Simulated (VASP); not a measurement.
Write the native input for VASP 6.6.1 that does the following.

```yaml
Task: single point
Functional: PBE
Potentials_or_basis: VASP PAW PBE potentials, release 64 (Rb_sv)
Cutoff: 520 eV
k_mesh: 10 × 10 × 10
Occupations: gaussian, width 0.1 eV
Spin: no spin polarisation
Dipole_correction: no
Further_INCAR_settings: ALGO = Normal; EDIFF = 1e-07; NBANDS = 10
```

The structure of Rb lies in POSCAR:

```
Rb
1.0
   -2.7582625718      2.7582625718      2.7582625718
    2.7582625718     -2.7582625718      2.7582625718
    2.7582625718      2.7582625718     -2.7582625718
Rb
1
Direct
    0.0000000000      0.0000000000      0.0000000000
```

These files were run (other wordings do the same):

INCAR

```
PREC = Accurate ; ENCUT = 520
EDIFF = 1E-7 ; ISMEAR = 0
SIGMA = 0.1 ; LREAL = F
LASPH = T ; NELM = 100
ALGO = Normal ; ISIF = 2
LWAVE = F ; LCHARG = T
GGA = PE ; LELF = T
LVHAR = T ; NBANDS = 10
```

KPOINTS

```
Automatic mesh
0
Gamma
  10 10 10
```

Potentials or basis: VASP PAW PBE potentials, release 64 (Rb_sv).

Run with:

```sh
$ cat potpaw_PBE.64/Rb_sv/POTCAR > POTCAR
$ mpirun -np 1 vasp_std > vasp.out
```

Results of the run:

```
Pressure               : 0.3 GPa
Band gap on the k mesh : zero (an odd number of electrons rules out a gap without spin polarisation)
```

It took 42 s on 1 thread of Intel(R) Xeon(R) Platinum 8259CL CPU @ 2.50GHz (Skylake/Cascade Lake), with other jobs on the host, peak memory 0.21 GiB.
